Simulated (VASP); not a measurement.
Runs of VASP 6.6.1 on WC (sol). The structure is that of space group P-6m2 (No. 187), or close to it. The cells are those of the table. 

```csv
task,potentials or basis,cell,k mesh,cutoff (eV),smearing,second run,gap on the mesh (eV),pressure (GPa),relaxed volume (Å³/atom)
relaxation of cell and atoms,"VASP PAW PBE potentials, release 64 (W_sv, C)","relaxed from a = 2.882, b = 2.882, c = 2.824 Å, angles 90.0, 90.0, 120.0°, 2 atoms",18 × 18 × 14,600,gaussian 0.1 eV,-,none,0.0,10.32
single point,"VASP PAW PBE potentials, release 64 (W_sv, C)","a = 2.882, b = 2.882, c = 2.824 Å, angles 90.0, 90.0, 120.0°, 2 atoms",9 × 9 × 6,520,gaussian 0.1 eV,-,none,(a),-
single point,"VASP PAW PBE potentials, release 64 (W_sv, C)","a = 2.900, b = 2.900, c = 2.827 Å, angles 90.0, 90.0, 120.0°, 2 atoms",18 × 18 × 14,520,fermi-dirac 0.15 eV,-,none,1.2,-
relaxation of cell and atoms,"VASP PAW PBE potentials, release 64 (W_sv, C)","relaxed from a = 2.899, b = 2.899, c = 2.828 Å, angles 90.0, 90.0, 120.0°, 2 atoms",18 × 18 × 14,600,fermi-dirac 0.15 eV,-,none,0.0,10.32
single point,"VASP PAW PBE potentials, release 64 (W_sv, C)","a = 2.899, b = 2.899, c = 2.828 Å, angles 90.0, 90.0, 120.0°, 2 atoms",18 × 18 × 14,520,gaussian 0.1 eV,-,none,1.2,-
single point,"VASP PAW PBE potentials, release 64 (W_sv, C_h)","a = 2.882, b = 2.882, c = 2.824 Å, angles 90.0, 90.0, 120.0°, 2 atoms",9 × 9 × 6,910,gaussian 0.1 eV,hard_potentials,none,6.6,-
```

Alike in all rows: level PBEsol; no spin polarisation.

Estimate the missing entries.

(a) 6.7.

Caveats: some runs use coarse meshes; the PAW data sets were made with another functional, which shifts forces and pressure a little; spin-orbit coupling is left out, which moves the levels of the heavy elements; the cutoff is under 1.25 times the usual one of these potentials, so pressure, stress and relaxed cells hold a basis-set (Pulay) error (some runs).

A k mesh can miss the band edges, and the runs leave out spin-orbit coupling on W.

A gap of «none» marks levels without a gap at the run's occupations.
